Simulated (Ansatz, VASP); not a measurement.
## W: VASP beside Ansatz

```
W
1.0
    -1.53341    1.53341    1.46952
     1.53341   -1.53341    1.46952
     1.53341    1.53341   -1.46952
W
1
Direct
  0.00000 0.00000 0.00000
```

Change from the starting cell: strain -0.040 along x and y, -0.080 along z, atoms carried along.

Alike in both runs: task single point; functional PBE; k mesh 20 × 20 × 20; occupations gaussian, width 0.15 eV; no spin polarisation.

|  | VASP | Ansatz |
| --- | --- | --- |
| version | VASP 6.6.1 | Ansatz 0.2.0 |
| potentials or method | VASP PAW PBE potentials, release 64 (W_sv), cutoff 520 eV | scalar-relativistic, plane waves, PAW |
| valence electrons in the cell | 14 | 14 |

|  | VASP | Ansatz | Ansatz less VASP |
| --- | --- | --- | --- |
| gap on the k mesh at the Fermi level (eV) | none | none | - |
| pressure (GPa) | 66.2 | 64.7 | -1.53 |
| traceless stress, the component that is largest in VASP (GPa) | 13.59 | 13.56 | -0.030 |

A gap of «none» marks a metal or a gap that the smearing closes. Both programs put the cell under a high pressure, so it lies far from rest at this level. With one functional, cell and mesh, what is left measures potentials, basis and numerics.

Neither program's run includes spin-orbit coupling. Noted on VASP's run: the cell as given lies far from equilibrium.
